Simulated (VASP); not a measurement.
# Al (I4_1/amd) in VASP: relaxation of cell and atoms with PBE

Aim: the relaxation of cell and atoms of Al with PBE.

Program: VASP 6.6.1. These are calculated values, not measurements. Logs are shortened: lines on timing, memory, paths and dates and some standing lists are left out, and cuts for length are marked.

## 1. The cell of the first run

Symmetry: I4_1/amd, No. 141, tetragonal system. Conventional cell: a = 5.036 Å, b = 5.036 Å, c = 2.750 Å, α = 90.00°, β = 90.00°, γ = 90.00°. Al (site symmetry -4m2) has 10 Al at 2.61 to 3.25 Å within 3.4 Å.

## 2. Relaxation of cell and atoms, PBE

Input file INCAR:

```
ALGO = Normal ; EDIFF = 1E-7
EDIFFG = -0.01 ; ENCUT = 600
GGA = PE ; IBRION = 2
ISIF = 3 ; ISMEAR = -1
ISYM = 0 ; LASPH = True
LCHARG = False ; LREAL = False
LWAVE = False ; NELM = 60
NSW = 80 ; PREC = Accurate
SIGMA = 0.1
```

Input file KPOINTS:

```
k-points
0
Gamma
  13 13 9
```

Input file POSCAR:

```
Al
1.0
   -2.5179409410      2.5179409410      1.3747957538
    2.5179409410     -2.5179409410      1.3747957538
    2.5179409410      2.5179409410     -1.3747957538
Al
2
Direct
    0.0000000000      0.0000000000      0.0000000000
    0.7500000000      0.2500000000      0.5000000000
```

Potentials or basis: VASP PAW PBE potentials, release 64 (Al).

Run with:

```sh
$ cat potpaw_PBE.64/Al/POTCAR > POTCAR
$ mpirun -np 1 vasp_std > vasp.out
```

OUTCAR:

```text
EDIFF = 1E-7
   EDIFFG = -0.01
   ENCUT = 600
   GGA = PE
   IBRION = 2
   ISIF = 3
   ISMEAR = -1
   ISYM = 0
   LASPH = True
   LREAL = False
   NELM = 60
   NSW = 80
   PREC = Accurate

 ion  position               nearest neighbor table
   1  0.000  0.000  0.000-   2 2.61   2 2.61   2 2.61   2 2.61   2 3.25   2 3.25   2 3.25   2 3.25

   2  0.750  0.250  0.500-   1 2.61   1 2.61   1 2.61   1 2.61   1 3.25   1 3.25   1 3.25   1 3.25

IMPORTANT INFORMATION: All symmetrisations will be switched off!
NOSYMM: (Re-)initialisation of all symmetry stuff for point group C_1.

----------------------------------------------------------------------------------------

                                     Primitive cell

  volume of cell :      34.8650

  direct lattice vectors                    reciprocal lattice vectors
    -2.517940941  2.517940941  1.374795754     0.000000000  0.198574951  0.363690387
     2.517940941 -2.517940941  1.374795754     0.198574951  0.000000000  0.363690387
     2.517940941  2.517940941 -1.374795754     0.198574951  0.198574951  0.000000000

  length of vectors
     3.817082201  3.817082201  3.817082201     0.414370256  0.414370256  0.280827389

  position of ions in fractional coordinates (direct lattice)
     0.000000000  0.000000000  0.000000000
     0.750000000  0.250000000  0.500000000

  ion indices of the primitive-cell ions
   primitive index   ion index
                 1           1
                 2           2

----------------------------------------------------------------------------------------

 KPOINTS: k-points

Automatic generation of k-mesh.
 Grid dimensions read from file:
 generate k-points for:   13   13    9

 Generating k-lattice:

  Cartesian coordinates                     Fractional coordinates (reciprocal lattice)
     0.000000000  0.015274996  0.027976184     0.076923077 -0.000000000  0.000000000
     0.015274996  0.000000000  0.027976184    -0.000000000  0.076923077  0.000000000
     0.022063883  0.022063883  0.000000000     0.000000000  0.000000000  0.111111111

  Length of vectors
     0.031874635  0.031874635  0.031203043

  Shift w.r.t. Gamma in fractional coordinates (k-lattice)
     0.000000000  0.000000000  0.000000000

 -----------------------------------------------------------------------------
|                                                                             |
|           W    W    AA    RRRRR   N    N  II  N    N   GGGG   !!!           |
|           W    W   A  A   R    R  NN   N  II  NN   N  G    G  !!!           |
|           W    W  A    A  R    R  N N  N  II  N N  N  G       !!!           |
|           W WW W  AAAAAA  RRRRR   N  N N  II  N  N N  G  GGG   !            |
|           WW  WW  A    A  R   R   N   NN  II  N   NN  G    G                |
|           W    W  A    A  R    R  N    N  II  N    N   GGGG   !!!           |
|                                                                             |
|     Your reciprocal lattice and k-lattice belong to different lattice       |
|     classes:                                                                |
|                                                                             |
|        The reciprocal lattice is body-centered tetragonal,                  |
|        whereas your k-lattice is base-centered monoclinic.                  |
|                                                                             |
|     Results are often still useful ...                                      |
|                                                                             |
 -----------------------------------------------------------------------------

 WARNING: IBZKPT: internal override: KBLOWUP is changed to .FALSE.
      ... skipping the blow-up phase ...

 Subroutine IBZKPT returns following result:
 ===========================================

 Found    761 irreducible k-points:

 Following reciprocal coordinates:
            Coordinates               Weight
  0.000000  0.000000  0.000000      1.000000
  0.076923 -0.000000 -0.000000      2.000000
  0.153846 -0.000000  0.000000      2.000000
  0.230769 -0.000000  0.000000      2.000000
  0.307692 -0.000000  0.000000      2.000000
  0.384615 -0.000000 -0.000000      2.000000
[... 16 lines left out ...]
  0.153846  0.153846  0.000000      2.000000
  0.230769  0.153846  0.000000      2.000000
 [... further k-points ...]
   k-points           NKPTS =    761   k-points in BZ     NKDIM =    761   number of bands    NBANDS=      7
   number of dos      NEDOS =    301   number of ions     NIONS =      2
   total plane-waves  NPLWV =  27000
   dimension x,y,z NGX =    30 NGY =   30 NGZ =   30
   dimension x,y,z NGXF=    60 NGYF=   60 NGZF=   60
   ions per type =               2
   NGX,Y,Z   is equivalent  to a cutoff of  13.07, 13.07, 13.07 a.u.
   NGXF,Y,Z  is equivalent  to a cutoff of  26.13, 26.13, 26.13 a.u.
 SYSTEM =  unknown system
   PREC   = accura    normal or accurate (medium, high low for compatibility)
   ISTART =      0    job   : 0-new  1-cont  2-samecut
   ICHARG =      2    charge: 1-file 2-atom 10-const
   ISPIN  =      1    spin polarized calculation?
   LNONCOLLINEAR =      F non collinear calculations
   LSORBIT =      F    spin-orbit coupling
   LASPH  =      T    aspherical Exc in radial PAW
   ENCUT  =  600.0 eV  44.10 Ry    6.64 a.u.   7.62  7.62  7.62*2*pi/ulx,y,z
   NELM   =     60;   NELMIN=  2; NELMDL= -5     # of ELM steps
   EDIFF  = 0.1E-06   stopping-criterion for ELM
   LREAL  =      F    real-space projection
   EDIFFG = -.1E-01   stopping-criterion for IOM
   NSW    =     80    number of steps for IOM
   IBRION =      2    ionic relax: 0-MD 1-quasi-New 2-CG
   NFREE  =      1    steps in history (QN), initial steepest desc. (CG)
   ISIF   =      3    stress and relaxation
   ISYM   =      0    0-nonsym 1-usesym 2-fastsym
   POTIM  = 0.5000    time-step for ionic-motion
   TEBEG  =    0.0;   TEEND  =   0.0 temperature during run
   PSTRESS=    0.0 pullay stress
   NELECT =       6.0000    total number of electrons
   NUPDOWN=      -1.0000    fix difference up-down
   EMIN   =  10.00;   EMAX   =-10.00  energy-range for DOS
   EFERMI =   0.00;   METHOD = LEGACY
   ISMEAR =    -1;   SIGMA  =   0.10  broadening in eV -4-tet -1-fermi 0-gaus
   EFERMI_NEDOS =   21; number of points for ismear=-14 and -15
   IALGO  =     38    algorithm
   IMIX   =      4    mixing-type and parameters
     AMIX     =   0.40;   BMIX     =  1.00
     AMIX_MAG =   1.60;   BMIX_MAG =  1.00
  volume/ion in A,a.u.               =      17.43       117.64
  Fermi-wavevector in a.u.,A,eV,Ry     =   0.910602  1.720789 11.281909  0.829197
  Thomas-Fermi vector in A             =   2.034784
   LORBIT       =      0    0 simple, 1 ext, 2 COOP (PROOUT), +10 PAW based schemes
   GGA     = PE    functional components
   LHFCALC =     F    Hartree Fock is set to
   AEXX    =    0.0000 exact exchange contribution
   IVDW    =     0    specifies the selected vdW correction
   LEPSILON=     F    determine dielectric tensor
   LRPA    =     F    only Hartree local field effects (RPA)
 conjugate gradient relaxation of ions
 non-spin polarized calculation
  energy-cutoff  :      600.00
  volume of cell :       34.86
 maximum number of plane-waves:      1196
   NGX = 15   NGY = 15   NGZ = 15

--------------------------------------- Ionic step        1  -------------------------------------------

 number of electron       6.0000000 magnetization

 Free energy of the ion-electron system (eV)
  ---------------------------------------------------
  ext. energy  EPLUGINS =         0.00000000
  ---------------------------------------------------
  free energy    TOTEN  =        -6.85153895 eV

  energy without entropy =       -6.81983740  energy(sigma->0) =       -6.83568818

------------------------ aborting loop because EDIFF is reached ----------------------------------------

  FORCE on cell =-STRESS in cart. coord.  units (eV):
  Direction    XX          YY          ZZ          XY          YZ          ZX
  --------------------------------------------------------------------------------------
  -------------------------------------------------------------------------------------
  Total        2.1333590      2.1333588      0.6269526     -0.0218227     -0.0886308     -0.0886311
  in kB       98.0359294     98.0359215     28.8108489     -1.0028341     -4.0729199     -4.0729328
  external PRESSURE =      74.9608999 kB  Pullay stress =       0.0000000 kB
[... 89 lines left out ...]
  FREE ENERGIE OF THE ION-ELECTRON SYSTEM (eV)
  ---------------------------------------------------
  free  energy   TOTEN  =        -6.9468952919 eV

  energy  without entropy=       -6.9140798194  energy(sigma->0) =       -6.93048756

 E-fermi :   7.4742     XC(G=0): -10.0040

 val. band max:        7.4721720244   @ k =   0.1538  -0.3846   0.2222
 cond. band min:       7.4751374907   @ k =  -0.0769  -0.0769   0.3333
 fundamental gap:      0.0029654663
 Fermi energy:         7.4742445825

 k-point     1 :       0.0000    0.0000    0.0000
  band No.  band energies     occupation
      1      -3.3494      2.00000
      2       4.9728      2.00000
      3       6.5001      1.99988
      4      11.3558      0.00000
      5      12.4135      0.00000
      6      15.1231      0.00000
      7      16.6254      0.00000
[... 221 lines left out ...]
 k-point    24 :       0.2308    0.1538    0.0000
  band No.  band energies     occupation
      1       1.4237      2.00000
      2       5.3562      2.00000
      3       7.7254      0.15016
      4       8.2266      0.00108
      5       9.8388      0.00000
      6      10.3163      0.00000
      7      10.8259      0.00000

 [... further k-points ...]

[... ionic steps 4 to 39 ...]

--------------------------------------- Ionic step       40  -------------------------------------------

 number of electron       6.0000000 magnetization

------------------------ aborting loop because EDIFF is reached ----------------------------------------
[... 67 lines left out ...]
--------------------------------------- Ionic step       42  -------------------------------------------

 number of electron       6.0000000 magnetization

 Free energy of the ion-electron system (eV)
  ---------------------------------------------------
  ext. energy  EPLUGINS =         0.00000000
  ---------------------------------------------------
  free energy    TOTEN  =        -7.34474784 eV

  energy without entropy =       -7.31821810  energy(sigma->0) =       -7.33148297

 E-fermi :   7.2377     XC(G=0):  -9.9118

 val. band max:        7.2355143285   @ k =   0.3077   0.1538   0.4444
 cond. band min:       7.2561965619   @ k =  -0.0769  -0.3846   0.2222
 fundamental gap:      0.0206822334
 Fermi energy:         7.2376849516

 k-point     1 :       0.0000    0.0000    0.0000
  band No.  band energies     occupation
      1      -3.4640      2.00000
      2       3.7648      2.00000
      3       4.5450      2.00000
      4      12.9521      0.00000
      5      13.3041      0.00000
      6      15.1357      0.00000
      7      16.5200      0.00000
[... 221 lines left out ...]
 k-point    24 :       0.2308    0.1538    0.0000
  band No.  band energies     occupation
      1       1.7833      2.00000
      2       5.6054      2.00000
      3       7.5403      0.09251
      4       7.8390      0.00488
      5       9.1958      0.00000
      6       9.8789      0.00000
      7      11.1923      0.00000

 [... further k-points ...]
[... 5 lines left out ...]
  --------------------------------------------------------------------------------------
  -------------------------------------------------------------------------------------
  Total       -0.0049772     -0.0049777     -0.0149326      0.0005417      0.0054284      0.0054272
  in kB       -0.2254124     -0.2254382     -0.6762854      0.0245314      0.2458473      0.2457930
  external PRESSURE =      -0.3757120 kB  Pullay stress =       0.0000000 kB
[... 17 lines left out ...]
  FREE ENERGIE OF THE ION-ELECTRON SYSTEM (eV)
  ---------------------------------------------------
  free  energy   TOTEN  =        -7.3447478357 eV

  energy  without entropy=       -7.3182180984  energy(sigma->0) =       -7.33148297

 reached required accuracy - stopping structural energy minimisation
```

It took 62 min on 1 thread of Intel Xeon Platinum 8488C (Sapphire Rapids), shared host; peak memory 0.33 GiB.

Results:

```yaml
Free_energy: -7.3447 eV
Relaxed_volume: 17.69 Å³/atom
Relaxed_cell: a = 4.597 Å, b = 4.597 Å, c = 4.001 Å, α = 102.21°, β = 102.21°, γ = 144.49°
Space_group_after_relaxing_to_0.1_Å: Cmcm (No. 63)
Energy_gained_by_relaxing: 246.6 meV/atom
Ionic_steps: 42
Pressure_after_relaxing: 0.0 GPa
Band_gap_on_the_k_mesh: zero (bands 3 and 4 overlap by 8.36 eV)
```

The path:
```tsv
step	energy change (eV)	largest force (eV/Å)	pressure (GPa)	volume (Å³)
1	0.0000	0.0057	7.50	34.86
3	-0.0954	0.0250	-0.38	38.61
5	-0.1001	0.0536	0.14	38.26
7	-0.1091	0.1084	-0.25	38.46
9	-0.2080	0.1554	-1.99	38.99
11	-0.2472	0.0354	-2.38	39.02
13	-0.2491	0.0628	-2.37	38.99
15	-0.2515	0.1061	-2.25	38.88
17	-0.2611	0.1069	-1.48	38.32
19	-0.2722	0.0956	2.26	36.14
21	-0.2803	0.0956	1.23	36.65
23	-0.3505	0.0914	2.06	35.79
25	-0.3891	0.6332	3.70	34.41
27	-0.4278	0.6677	2.45	34.59
29	-0.4291	0.6795	2.36	34.61
31	-0.4719	0.2938	0.27	35.38
33	-0.4831	0.0123	-1.31	36.13
35	-0.4861	0.0179	-0.82	35.86
37	-0.4901	0.1046	0.45	35.19
39	-0.4931	0.0315	0.04	35.34
41	-0.4932	0.0149	0.00	35.36
42	-0.4932	0.0016	-0.04	35.38
```

Final structure:
```xyz
2
Lattice="-3.2740 2.9178 1.3792 2.9178 -3.2740 1.3792 2.3570 2.3570 -2.2123" Properties=species:S:1:pos:R:3 pbc="T T T"
Al   -0.8524    5.2101   -0.8331
Al   -0.6123    2.6130    0.2730
```

Levels at points of the mesh, in eV from the Fermi level:
```
           k point  band 1  band 2  band 3  band 4  band 5  band 6  band 7
(0.00, 0.00, 0.00)  -10.70   -3.47   -2.69    5.71    6.07    7.90    9.28
```

Caveat: a cell axis changed by over 15 % at a fixed basis, so the end point is rough.

The gap in the log of VASP goes by the Fermi energy; the results here count the filled bands.